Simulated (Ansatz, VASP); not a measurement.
KBr in VASP and in Ansatz

```xyz
2
Lattice="4.0435 0.0000 0.0000 0.0000 4.0435 0.0303 0.0000 0.0303 4.0435" Properties=species:S:1:pos:R:3 pbc="T T T"
K     0.0000    0.0000    0.0000
Br    2.0217    2.0369    2.0369
```

Change from the starting cell: strain +0.0150 x Voigt [0, 0, 0, 1, 0, 0], atoms carried along.

Alike in both runs: task single point; functional PBEsol; k mesh 6 × 6 × 6; occupations gaussian, width 0.05 eV; no spin polarisation.

|  | VASP | Ansatz |
| --- | --- | --- |
| version | VASP 6.6.1 | Ansatz 0.2.0 |
| potentials or method | VASP PAW PBE potentials, release 64 (K_sv, Br), cutoff 520 eV | scalar-relativistic, plane waves, PAW |
| valence electrons in the cell | 16 | 16 |

|  | VASP | Ansatz | Ansatz less VASP |
| --- | --- | --- | --- |
| gap on the k mesh at the Fermi level (eV) | 3.71 | 3.71 | +0.003 |
| least direct gap on the mesh (eV) | 3.96 | 3.96 | +0.003 |
| pressure (GPa) | -1.2 | -1.2 | 0.00 |

VASP's potentials were made for PBE, not for PBEsol. The functional is the same, so the differences come from potentials, cutoffs and numerics.
